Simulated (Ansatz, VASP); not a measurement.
## TaSi2 in VASP and in Ansatz

The input INCAR:

```
  ALGO = Normal
  EDIFF = 1E-6
  EDIFFG = -0.04
  ENCUT = 600
  GGA = PE
  IBRION = 2
  ISIF = 3
  ISMEAR = 0
  LASPH = T
  LCHARG = F
  LREAL = F
  LWAVE = F
  NELM = 80
  NSW = 90
  PREC = Accurate
  SIGMA = 0.1
```

File KPOINTS:

```
k-points
0
Gamma
  6 6 4
```

Contents of POSCAR:

```
TaSi2
1.0
    4.5280143000      0.0000000000      0.0000000000
   -2.2640071500      3.9213754100      0.0000000000
    0.0000000000      0.0000000000      5.6514435800
Ta Si
2 4
Direct
    0.3333333300      0.6666666700      0.2500000000
    0.6666666700      0.3333333300      0.7500000000
    0.3333333300      0.6666666700      0.7500000000
    0.6666666700      0.3333333300      0.2500000000
    0.0000000000      0.0000000000      0.0000000000
    0.0000000000      0.0000000000      0.5000000000
```

Input for Ansatz:

```yaml
crystal:
  lattice:
    - [4.5280143, 0.0, 0.0]
    - [-2.26400715, 3.92137541, 0.0]
    - [0.0, 0.0, 5.65144358]
  atoms:
    - { symbol: Ta, position: [0.33333333, 0.66666667, 0.25] }
    - { symbol: Ta, position: [0.66666667, 0.33333333, 0.75] }
    - { symbol: Si, position: [0.33333333, 0.66666667, 0.75] }
    - { symbol: Si, position: [0.66666667, 0.33333333, 0.25] }
    - { symbol: Si, position: [0.0, 0.0, 0.0] }
    - { symbol: Si, position: [0.0, 0.0, 0.5] }
basis:
  ecutwfc: 420
kpoints:
  mp_grid: { grid: [6, 6, 4] }
hamiltonian:
  xc: pbe
scf:
  occupations: { method: gaussian, width: 0.1 }
  lower_state_search: "off"
output:
  forces: true
  stress: true
  eigenvalues: true
relax:
  adjacent_minimum: "off"
  f_tol: 0.04
  max_steps: 70
  cell: { stress_tol: 0.4 }
```

Change from the starting cell: species swapped into the Gd2In type (P6_3/mmc, No. 194).

Alike in both runs: task relaxation of cell and atoms; functional PBE; k mesh 6 × 6 × 4; occupations gaussian, width 0.1 eV; no spin polarisation.

|  | VASP | Ansatz |
| --- | --- | --- |
| version | VASP 6.6.1 | Ansatz 0.2.0 |
| potentials or method | VASP PAW PBE potentials, release 64 (Ta_pv, Si), cutoff 600 eV | scalar-relativistic, plane waves, PAW |
| valence electrons in the cell | 38 | 42 |

Ansatz gave:

```
gap on the k mesh at the Fermi level, each at its own relaxed structure (eV) : none
relaxed volume (Å³/atom)                                                     : 15.36
relaxed cell length with the largest relative difference (Å)                 : 5.019
```

Problem. Estimate VASP's values.

Solution. gap on the k mesh at the Fermi level, each at its own relaxed structure (eV): none; relaxed volume (Å³/atom): 15.35; relaxed cell length with the largest relative difference (Å): 5.027.

A gap of «none» marks a metal or a gap that the smearing closes. VASP's potentials hold 38 valence electrons a cell and Ansatz's 42, so a difference there can come from the potentials and not from the codes.

Spin-orbit coupling is off throughout.
